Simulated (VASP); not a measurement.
# CoO (I-4m2) in VASP: a series of runs

CoO is run at these levels: PBE; tasks: single point, relaxation of shape and atoms at fixed volume.

Everything below comes from runs of VASP 6.6.1. Logs are shortened: lines on timing, memory, paths and dates and some standing lists are left out, and cuts for length are marked.

### 1 The cell of the first run

The structure is tetragonal, space group I-4m2 (No. 119). Conventional cell: a = 3.224 Å, b = 3.224 Å, c = 4.449 Å, α = 90.00°, β = 90.00°, γ = 90.00°. Within 2.6 Å of Co (site symmetry -4m2) lie 4 O at 1.96 Å. Within 2.6 Å of O (site symmetry -4m2) lie 4 Co at 1.96 Å.

### 2 Single point, PBE, collinear spin, antiferromagnetic start (11.56 Å³/atom)

File INCAR:

```
SYSTEM = CoO
  PREC = Accurate
  ENCUT = 520
  EDIFF = 1E-7
  ISMEAR = 0
  SIGMA = 0.05
  LREAL = .FALSE.
  LASPH = .TRUE.
  NELM = 150
  ALGO = Normal
  ISIF = 2
  LWAVE = .FALSE.
  LCHARG = .FALSE.
  ISPIN = 2
  MAGMOM = 2.24 -2.24 0 0
  LORBIT = 11
  LMAXMIX = 4
  GGA = PE
  NBANDS = 27
```

File KPOINTS:

```
Automatic mesh
0
G
  12 12 6
  0 0 0
```

File POSCAR:

```
CoO
1.0
    0.0000000000      2.2797738671      2.2797738670
    4.4490780792      2.2797738671      2.2797738670
    4.4490780792      4.5595477341     -0.0000000001
Co O
2 2
Direct
    0.0000000000      0.0000000000      0.0000000000
    0.0000000000      0.0000000000      0.5000000000
    0.2500006533      0.2499993467      0.0000000000
    0.2499993467      0.2500006533      0.5000000000
```

Potentials or basis: VASP PAW PBE potentials, release 64 (Co, O).

Started as:

```
$ cat potpaw_PBE.64/Co/POTCAR potpaw_PBE.64/O/POTCAR > POTCAR
$ mpirun -np 1 vasp_std > vasp.out
```

OUTCAR:

```text
SYSTEM = CoO
   PREC = Accurate
   ENCUT = 520
   EDIFF = 1E-7
   ISMEAR = 0
   LREAL = .FALSE.
   LASPH = .TRUE.
   NELM = 150
   ISIF = 2
   ISPIN = 2
   LORBIT = 11
   GGA = PE

 ion  position               nearest neighbor table
   1  0.000  0.000  0.000-   3 1.96   4 1.96   4 1.96   3 1.96
   2  0.000  0.000  0.500-   4 1.96   3 1.96   3 1.96   4 1.96
   3  0.250  0.250  0.000-   1 1.96   1 1.96   2 1.96   2 1.96
   4  0.250  0.250  0.500-   1 1.96   1 1.96   2 1.96   2 1.96

  LATTYP: Found a simple tetragonal cell.
 ALAT       =     3.2240871219
 C/A-ratio  =     1.3799497070

  Lattice vectors:

 A1 = (   0.0000000000,  -2.2797738671,  -2.2797738670)
 A2 = (   0.0000000000,   2.2797738670,  -2.2797738671)
 A3 = (   4.4490780792,   0.0000000000,   0.0000000000)

Analysis of symmetry for initial positions (statically):
=====================================================================
 Subroutine PRICEL returns following result:

  LATTYP: Found a body centered tetragonal cell.
 ALAT       =     3.2240871219
 C/A-ratio  =     1.3799497070

  Lattice vectors:

 A1 = (  -2.2245390396,  -0.0000000000,  -2.2797738670)
 A2 = (  -2.2245390396,   0.0000000000,   2.2797738670)
 A3 = (   2.2245390396,   2.2797738670,  -0.0000000000)

   2 primitive cells build up your supercell.

 Routine SETGRP: Setting up the symmetry group for a
 simple tetragonal supercell.

 Subroutine GETGRP returns: Found  8 space group operations
 (whereof  8 operations were pure point group operations)
 out of a pool of 16 trial point group operations.

The static configuration has the point symmetry D_2d.

Analysis of symmetry for dynamics (positions and initial velocities):
=====================================================================
 Subroutine PRICEL returns following result:

  LATTYP: Found a body centered tetragonal cell.
 ALAT       =     3.2240871219
 C/A-ratio  =     1.3799497070

  Lattice vectors:

 A1 = (  -2.2245390396,  -0.0000000000,  -2.2797738670)
 A2 = (  -2.2245390396,   0.0000000000,   2.2797738670)
 A3 = (   2.2245390396,   2.2797738670,  -0.0000000000)

   2 primitive cells build up your supercell.

 Routine SETGRP: Setting up the symmetry group for a
 simple tetragonal supercell.

 Subroutine GETGRP returns: Found  8 space group operations
 (whereof  8 operations were pure point group operations)
 out of a pool of 16 trial point group operations.

The dynamic configuration has the point symmetry D_2d.

Analysis of structural, dynamic, and magnetic symmetry:
=====================================================================
 Subroutine PRICEL returns following result:

  LATTYP: Found a body centered tetragonal cell.
 ALAT       =     3.2240871219
 C/A-ratio  =     1.3799497070

  Lattice vectors:

 A1 = (  -2.2245390396,  -0.0000000000,  -2.2797738670)
 A2 = (  -2.2245390396,   0.0000000000,   2.2797738670)
 A3 = (   2.2245390396,   2.2797738670,  -0.0000000000)

   2 primitive cells build up your supercell.

 Routine SETGRP: Setting up the symmetry group for a
 simple tetragonal supercell.

 Subroutine GETGRP returns: Found  8 space group operations
 (whereof  8 operations were pure point group operations)
 out of a pool of 16 trial point group operations.

The overall configuration has the point symmetry D_2d.

 Subroutine INISYM returns: Found  8 space group operations
 (whereof  8 operations are pure point group operations),
 and found     2 'primitive' translations

----------------------------------------------------------------------------------------

                                     Primitive cell

  volume of cell :      23.1235

  direct lattice vectors                    reciprocal lattice vectors
    -2.224539040 -0.000000000 -2.279773867    -0.224765667  0.219319998 -0.219319998
    -2.224539040  0.000000000  2.279773867    -0.224765667  0.219319998  0.219319998
     2.224539040  2.279773867 -0.000000000    -0.000000000  0.438639996 -0.000000000

  length of vectors
     3.185269663  3.185269663  3.185269663     0.383043245  0.383043245  0.438639996

  position of ions in fractional coordinates (direct lattice)
     0.000000000  0.000000000  0.000000000
     0.750000653  0.250000653  0.500000000

  ion indices of the primitive-cell ions
   primitive index   ion index
                 1           1
                 2           3

----------------------------------------------------------------------------------------

 KPOINTS: Automatic mesh

Automatic generation of k-mesh.
 Grid dimensions read from file:
 generate k-points for:   12   12    6

 Generating k-lattice:

  Cartesian coordinates                     Fractional coordinates (reciprocal lattice)
    -0.018730472  0.018276667  0.018276667     0.083333333 -0.000000000 -0.000000000
     0.018730472 -0.018276667  0.018276667    -0.000000000  0.083333333  0.000000000
     0.000000000  0.036553333 -0.036553333     0.000000000  0.000000000  0.166666667

  Length of vectors
     0.031920270  0.031920270  0.051694219

  Shift w.r.t. Gamma in fractional coordinates (k-lattice)
     0.000000000  0.000000000  0.000000000

 Subroutine IBZKPT returns following result:
 ===========================================

 Found    100 irreducible k-points:

 Following reciprocal coordinates:
            Coordinates               Weight
  0.000000  0.000000  0.000000      1.000000
  0.083333 -0.000000  0.000000      8.000000
  0.166667 -0.000000  0.000000      8.000000
  0.250000 -0.000000  0.000000      8.000000
  0.333333 -0.000000  0.000000      8.000000
  0.416667 -0.000000  0.000000      8.000000
[... 16 lines left out ...]
  0.500000  0.166667  0.000000      8.000000
 -0.416667  0.166667  0.000000     16.000000
 [... further k-points ...]
   k-points           NKPTS =    100   k-points in BZ     NKDIM =    100   number of bands    NBANDS=     27
   number of dos      NEDOS =    301   number of ions     NIONS =      4
   total plane-waves  NPLWV =  48384
   dimension x,y,z NGX =    24 NGY =   42 NGZ =   48
   dimension x,y,z NGXF=    48 NGYF=   84 NGZF=   96
   ions per type =               2   2
   NGX,Y,Z   is equivalent  to a cutoff of  12.38, 12.71, 12.53 a.u.
   NGXF,Y,Z  is equivalent  to a cutoff of  24.75, 25.42, 25.05 a.u.
 SYSTEM =  CoO
   PREC   = accura    normal or accurate (medium, high low for compatibility)
   ISTART =      0    job   : 0-new  1-cont  2-samecut
   ICHARG =      2    charge: 1-file 2-atom 10-const
   ISPIN  =      2    spin polarized calculation?
   LNONCOLLINEAR =      F non collinear calculations
   LSORBIT =      F    spin-orbit coupling
   LASPH  =      T    aspherical Exc in radial PAW
   ENCUT  =  520.0 eV  38.22 Ry    6.18 a.u.   5.99 10.22 11.84*2*pi/ulx,y,z
   NELM   =    150;   NELMIN=  2; NELMDL= -5     # of ELM steps
   EDIFF  = 0.1E-06   stopping-criterion for ELM
   LREAL  =      F    real-space projection
   EDIFFG = 0.1E-05   stopping-criterion for IOM
   NSW    =      0    number of steps for IOM
   IBRION =     -1    ionic relax: 0-MD 1-quasi-New 2-CG
   NFREE  =      0    steps in history (QN), initial steepest desc. (CG)
   ISIF   =      2    stress and relaxation
   ISYM   =      2    0-nonsym 1-usesym 2-fastsym
   POTIM  = 0.5000    time-step for ionic-motion
   TEBEG  =    0.0;   TEEND  =   0.0 temperature during run
   PSTRESS=    0.0 pullay stress
   NELECT =      30.0000    total number of electrons
   NUPDOWN=      -1.0000    fix difference up-down
   EMIN   =  10.00;   EMAX   =-10.00  energy-range for DOS
   EFERMI =   0.00;   METHOD = LEGACY
   ISMEAR =     0;   SIGMA  =   0.05  broadening in eV -4-tet -1-fermi 0-gaus
   EFERMI_NEDOS =   21; number of points for ismear=-14 and -15
   IALGO  =     38    algorithm
   IMIX   =      4    mixing-type and parameters
     AMIX     =   0.40;   BMIX     =  1.00
     AMIX_MAG =   1.60;   BMIX_MAG =  1.00
  volume/ion in A,a.u.               =      11.56        78.02
  Fermi-wavevector in a.u.,A,eV,Ry     =   1.417166  2.678055 27.325390  2.008359
  Thomas-Fermi vector in A             =   2.538425
   LORBIT       =     11    0 simple, 1 ext, 2 COOP (PROOUT), +10 PAW based schemes
   GGA     = PE    functional components
   LHFCALC =     F    Hartree Fock is set to
   AEXX    =    0.0000 exact exchange contribution
   IVDW    =     0    specifies the selected vdW correction
   LEPSILON=     F    determine dielectric tensor
   LRPA    =     F    only Hartree local field effects (RPA)
 spin polarized calculation
 Gauss-broadening in eV      SIGMA  =   0.05
  energy-cutoff  :      520.00
  volume of cell :       46.25
 maximum number of plane-waves:      1264
   NGX = 11   NGY = 21   NGZ = 23

 number of electron      30.0000009 magnetization       0.0000000

 Free energy of the ion-electron system (eV)
  ---------------------------------------------------
  ext. energy  EPLUGINS =         0.00000000
  ---------------------------------------------------
  free energy    TOTEN  =       -26.91199978 eV

  energy without entropy =      -26.91044901  energy(sigma->0) =      -26.91122439

 E-fermi :   6.2015     XC(G=0): -11.1265

 val. band max:        6.1960529620   @ k =   0.5000   0.5000   0.0000
 cond. band min:       6.2149118368   @ k =   0.4167  -0.0833   0.3333
 fundamental gap:      0.0188588747
 Fermi energy:         6.2014613242

 spin component 1

 k-point     1 :       0.0000    0.0000    0.0000
  band No.  band energies     occupation
      1     -13.7792      1.00000
      2     -12.9490      1.00000
      3      -0.7927      1.00000
      4       0.2544      1.00000
      5       0.2544      1.00000
      6       0.3487      1.00000
[... 19 lines left out ...]
     26      20.4106      0.00000
     27      20.4106      0.00000

 k-point     2 :       0.0833   -0.0000    0.0000
  band No.  band energies     occupation
      1     -13.7390      1.00000
      2     -12.9633      1.00000
      3      -0.7398      1.00000
      4       0.1661      1.00000
      5       0.2677      1.00000
      6       0.3530      1.00000
[... 652 lines left out ...]
 k-point    24 :      -0.4167    0.1667    0.0000
  band No.  band energies     occupation
      1     -13.1470      1.00000
      2     -13.0980      1.00000
      3      -0.5780      1.00000
      4      -0.4524      1.00000
      5       0.2465      1.00000
      6       0.5681      1.00000
[... 19 lines left out ...]
     26      20.1993      0.00000
     27      24.3590      0.00000

 [... further k-points ...]

 spin component 2

 k-point     1 :       0.0000    0.0000    0.0000
  band No.  band energies     occupation
      1     -13.7792      1.00000
      2     -12.9490      1.00000
      3      -0.7927      1.00000
      4       0.2545      1.00000
      5       0.2545      1.00000
      6       0.3487      1.00000
[... 19 lines left out ...]
     26      20.4105      0.00000
     27      20.4105      0.00000

 k-point     2 :       0.0833   -0.0000    0.0000
  band No.  band energies     occupation
      1     -13.7390      1.00000
      2     -12.9633      1.00000
      3      -0.7398      1.00000
      4       0.1661      1.00000
      5       0.2678      1.00000
      6       0.3530      1.00000
[... 652 lines left out ...]
 k-point    24 :      -0.4167    0.1667    0.0000
  band No.  band energies     occupation
      1     -13.1470      1.00000
      2     -13.0980      1.00000
      3      -0.5780      1.00000
      4      -0.4524      1.00000
      5       0.2466      1.00000
      6       0.5682      1.00000
[... 19 lines left out ...]
     26      20.1993      0.00000
     27      24.3590      0.00000

 [... further k-points ...]

------------------------ aborting loop because EDIFF is reached ----------------------------------------

  FORCE on cell =-STRESS in cart. coord.  units (eV):
  Direction    XX          YY          ZZ          XY          YZ          ZX
  --------------------------------------------------------------------------------------
  -------------------------------------------------------------------------------------
  Total       -0.7204474     -0.7782981     -0.7782981     -0.0000000      0.0000000      0.0000000
  in kB      -24.9591222    -26.9632958    -26.9632958     -0.0000000      0.0000000      0.0000000
  external PRESSURE =     -26.2952379 kB  Pullay stress =       0.0000000 kB

 VOLUME and BASIS-vectors are now :
 -----------------------------------------------------------------------------
  energy-cutoff  :      520.00
  volume of cell :       46.25
      direct lattice vectors                 reciprocal lattice vectors
     0.000000000  2.279773867  2.279773867    -0.224765667  0.219319998  0.219319998
     4.449078079  2.279773867  2.279773867     0.224765667 -0.219319998  0.219319998
     4.449078079  4.559547734 -0.000000000     0.000000000  0.219319998 -0.219319998

 POSITION                                       TOTAL-FORCE (eV/Angst)
 -----------------------------------------------------------------------------------
      0.00000      0.00000      0.00000        -0.000000      0.000000     -0.000000
      2.22454      2.27977     -0.00000        -0.000000      0.000000     -0.000000
      1.11227      1.13989      1.13989         0.000000     -0.000000      0.000000
      3.33681      3.41966      1.13989         0.000000      0.000000      0.000000
 -----------------------------------------------------------------------------------
    total drift:                               -0.000015      0.000006     -0.000007

  FREE ENERGIE OF THE ION-ELECTRON SYSTEM (eV)
  ---------------------------------------------------
  free  energy   TOTEN  =       -26.9119997763 eV

  energy  without entropy=      -26.9104490090  energy(sigma->0) =      -26.91122439

 total charge

# of ion       s       p       d       tot
------------------------------------------
    1        0.345   0.436   7.209   7.990
    2        0.345   0.436   7.209   7.990
    3        1.552   3.434   0.000   4.986
    4        1.552   3.434   0.000   4.986
--------------------------------------------------
tot          3.795   7.739  14.419  25.952

 magnetization (x)

# of ion       s       p       d       tot
------------------------------------------
    1        0.008   0.046   2.159   2.214
    2       -0.008  -0.046  -2.159  -2.214
    3        0.000   0.000   0.000   0.000
    4        0.000   0.000   0.000   0.000
--------------------------------------------------
tot          0.000   0.000   0.000   0.000
```

It took 2.8 min on 1 thread of Intel Xeon 6975P-C (Granite Rapids), shared host; peak memory 0.36 GiB.

Results:

- Free energy: -26.9120 eV
- Pressure: -2.6 GPa
- Band gap on the k mesh: zero (filled and empty bands overlap)
- Net moment: 0.00 μB per cell
- Site moments: Co +2.21, -2.21; O +0.00 μB
- Valence electrons inside the program's atomic spheres: Co 7.99; O 4.99

Levels at points of the mesh, in eV from the Fermi level:
Spin up:
| k point | band 11 | band 12 | band 13 | band 14 | band 15 | band 16 | band 17 | band 18 | band 19 | band 20 |
| --- | --- | --- | --- | --- | --- | --- | --- | --- | --- | --- |
| (0.00, 0.00, 0.00) | -1.94 | -1.20 | -1.20 | -0.80 | -0.58 | 0.10 | 1.45 | 1.75 | 1.75 | 5.40 |
| (0.50, 0.00, 0.00) | -1.88 | -1.46 | -1.32 | -0.69 | -0.29 | 0.65 | 1.14 | 1.39 | 5.41 | 5.79 |
| (0.50, 0.50, 0.00) | -1.97 | -1.92 | -1.60 | -0.58 | -0.51 | -0.01 | -0.01 | 0.73 | 5.41 | 5.41 |
| (0.00, 0.00, 0.50) | -2.04 | -1.91 | -1.43 | -0.64 | 0.07 | 0.54 | 0.55 | 1.46 | 5.16 | 5.47 |
| (0.50, 0.00, 0.50) | -2.69 | -1.90 | -1.65 | -0.57 | -0.05 | -0.05 | 0.03 | 0.79 | 7.11 | 7.11 |
| (0.00, 0.50, 0.50) | -2.11 | -0.83 | -0.83 | -0.83 | -0.09 | 1.27 | 1.54 | 1.54 | 2.94 | 3.08 |
Spin down:
| k point | band 13 | band 14 | band 15 | band 16 | band 17 | band 18 |
| --- | --- | --- | --- | --- | --- | --- |
| (0.00, 0.00, 0.00) | -1.20 | -0.80 | -0.58 | 0.10 | 1.45 | 1.75 |
| (0.50, 0.00, 0.00) | -1.32 | -0.69 | -0.29 | 0.65 | 1.14 | 1.39 |
| (0.50, 0.50, 0.00) | -1.60 | -0.58 | -0.51 | -0.01 | -0.01 | 0.73 |
| (0.00, 0.00, 0.50) | -1.43 | -0.64 | 0.07 | 0.54 | 0.55 | 1.46 |
| (0.50, 0.00, 0.50) | -1.65 | -0.57 | -0.05 | -0.05 | 0.03 | 0.79 |
| (0.00, 0.50, 0.50) | -0.83 | -0.83 | -0.09 | 1.27 | 1.54 | 1.54 |

Caveat: semilocal functionals often make such compounds metallic where correlation or magnetic order opens a gap, which also shifts bond lengths.

### 3 Relaxation of shape and atoms at fixed volume, PBE, collinear spin, antiferromagnetic start (10.71 Å³/atom)

This run uses another cell than the first one, of 10.71 Å³/atom.

File INCAR:

```
PREC = Accurate ; ENCUT = 600
EDIFF = 1E-7 ; ISMEAR = 0
SIGMA = 0.05 ; LREAL = F
LASPH = T ; NELM = 150
ALGO = Normal ; ISIF = 4
LWAVE = F ; LCHARG = F
ISPIN = 2 ; MAGMOM = 2.16 -2.16 0 0
LORBIT = 11 ; LMAXMIX = 4
GGA = PE ; IBRION = 2
NSW = 60 ; EDIFFG = -0.01
```

File KPOINTS:

```
regular mesh
0
Gamma
  12 12 6
```

File POSCAR:

```
CoO
1.0
    0.0000000000      2.2333240993      2.2333240993
    4.2951832929      2.2333240993      2.2333240993
    4.2951832929      4.4666481986      0.0000000000
Co O
2 2
Direct
    0.0000000000      0.0000000000      0.0000000000
    0.0000000000      0.0000000000      0.5000000000
    0.2499966329      0.2500033671      0.0000000000
    0.2500033671      0.2499966329      0.5000000000
```

Potentials or basis: VASP PAW PBE potentials, release 64 (Co, O).

Started as:

```
$ cat potpaw_PBE.64/Co/POTCAR potpaw_PBE.64/O/POTCAR > POTCAR
$ mpirun -np 1 vasp_std > vasp.out
```

Wall time 13 min (1 thread of Oxide Virtual Turin-like, shared host); peak memory 0.36 GiB.

The run converged. Its results:

```yaml
Free_energy: -26.8651 eV
Energy_gained_by_relaxing: 0.0 meV/atom
Ionic_steps: 3
Pressure_after_relaxing: 7.5 GPa
Band_gap_on_the_k_mesh: zero (filled and empty bands overlap)
Net_moment: 0.00 μB per cell
Site_moments: Co +2.08, -2.08; O +0.00 μB
Valence_electrons_inside_the_program's_atomic_spheres: Co 8.14; O 5.02
```

Stress tensor (GPa, compression positive):
```
7.43 0.00 0.00
0.00 7.59 0.00
0.00 0.00 7.59
```

Step by step:
| step | energy change (eV) | largest force (eV/Å) | pressure (GPa) | volume (Å³) |
| --- | --- | --- | --- | --- |
| 1 | 0.0000 | 0.0000 | 7.59 | 42.85 |
| 2 | -0.0001 | 0.0000 | 7.58 | 42.85 |
| 3 | -0.0002 | 0.0000 | 7.53 | 42.85 |

Final structure:
```
Co O
1.0
     0.00000    2.23641    2.23641
     4.28334    2.23641    2.23641
     4.28334    4.47282    0.00000
Co O
2 2
Direct
  0.00000 0.00000 0.00000
  0.00000 0.00000 0.50000
  0.25000 0.25000 0.00000
  0.25000 0.25000 0.50000
```

Levels at points of the mesh, in eV from the Fermi level:
Spin up:
```
           k point  band 13  band 14  band 15  band 16  band 17  band 18
(0.00, 0.00, 0.00)    -1.09    -0.87    -0.55     0.24     1.58     1.83
(0.50, 0.00, 0.00)    -1.24    -0.76    -0.24     0.59     1.18     1.40
(0.50, 0.50, 0.00)    -1.58    -0.64    -0.51    -0.15    -0.15     0.65
(0.00, 0.00, 0.50)    -1.34    -0.68     0.20     0.48     0.53     1.49
(0.50, 0.00, 0.50)    -1.73    -0.62    -0.14    -0.14     0.13     0.76
(0.00, 0.50, 0.50)    -0.64    -0.64     0.09     1.39     1.57     1.57
```
Spin down:
```csv
k point,band 12,band 13,band 14,band 15,band 16,band 17,band 18,band 19
"(0.00, 0.00, 0.00)",-1.10,-1.10,-0.87,-0.55,0.24,1.58,1.83,1.83
"(0.50, 0.00, 0.00)",-1.42,-1.24,-0.76,-0.24,0.59,1.18,1.40,5.77
"(0.50, 0.50, 0.00)",-1.86,-1.58,-0.64,-0.51,-0.15,-0.15,0.66,5.70
"(0.00, 0.00, 0.50)",-1.97,-1.34,-0.68,0.20,0.48,0.54,1.49,5.49
"(0.50, 0.00, 0.50)",-1.91,-1.73,-0.61,-0.14,-0.14,0.13,0.76,7.45
"(0.00, 0.50, 0.50)",-0.92,-0.65,-0.65,0.09,1.39,1.57,1.57,3.21
```

Caveat: semilocal functionals often make such compounds metallic where correlation or magnetic order opens a gap, which also shifts bond lengths.
